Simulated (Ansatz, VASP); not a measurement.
# Two plane-wave programs on Co

Contents of INCAR:

```
ALGO = Fast ; EDIFF = 1E-6
ENCUT = 520 ; GGA = PS
ISIF = 2 ; ISMEAR = 0
ISPIN = 2 ; LASPH = T
LCHARG = T ; LELF = T
LMAXMIX = 4 ; LORBIT = 11
LREAL = F ; LVHAR = T
LWAVE = F ; MAGMOM = 1.91 1.91
NBANDS = 20 ; NELM = 150
PREC = Accurate ; SIGMA = 0.15
```

Contents of KPOINTS:

```
k-points
0
Gamma
  24 24 14
```

Contents of POSCAR:

```
Co
1.0
    2.5214425999      0.0000000000      0.0000000000
   -1.2607212999      2.1836333457      0.0000000000
    0.0000000000      0.0000000000      3.9541996042
Co
2
Direct
    0.6666666667      0.3333333333      0.2598610000
    0.3333333333      0.6666666667      0.7401390000
```

Input for Ansatz:

```yaml
crystal:
  lattice:
    - [2.5214425999, 0.0, 0.0]
    - [-1.2607212999, 2.1836333457, 0.0]
    - [0.0, 0.0, 3.9541996042]
  atoms:
    - { symbol: Co, position: [0.6666666667, 0.3333333333, 0.259861], spin: 1.91 }
    - { symbol: Co, position: [0.3333333333, 0.6666666667, 0.740139], spin: 1.91 }
basis:
  ecutwfc: 420
kpoints:
  mp_grid: { grid: [24, 24, 14] }
hamiltonian:
  xc: pbesol
scf:
  occupations: { method: gaussian, width: 0.15 }
output:
  forces: true
  stress: true
  eigenvalues: true
  populations: true
magnetization:
  spin_polarized: true
```

Alike in both runs: task single point; functional PBEsol; k mesh 24 × 24 × 14; occupations gaussian, width 0.15 eV; collinear spin.

```csv
,VASP,Ansatz
version,VASP 6.6.1,Ansatz 0.2.0
potentials or method,"VASP PAW PBE potentials, release 64 (Co), cutoff 520 eV","scalar-relativistic, plane waves, PAW"
valence electrons in the cell,18,34
```

```tsv
	VASP	Ansatz	Ansatz less VASP
gap on the k mesh at the Fermi level (eV)	none	none	-
pressure (GPa)	-9.9	-9.4	+0.56
traceless stress, the component that is largest in VASP (GPa)	6.19	6.50	+0.304
rms of the force components (eV/Å)	0.318	0.327	+0.0093
net moment per atom (μB)	1.60	1.61	+0.005
size of the moment on the site where the two differ most (μB)	1.62	1.68	+0.062
```

VASP's potentials were made for PBE, not for PBEsol. Site moments also hang on the region over which each program counts them. Atom by atom the forces differ by 0.009 eV/Å (rms over components). A gap of «none» marks a metal or a gap that the smearing closes. With one functional, cell and mesh, what is left measures potentials, basis and numerics. VASP's potentials hold 18 valence electrons a cell and Ansatz's 34, so a difference there can come from the potentials and not from the codes.
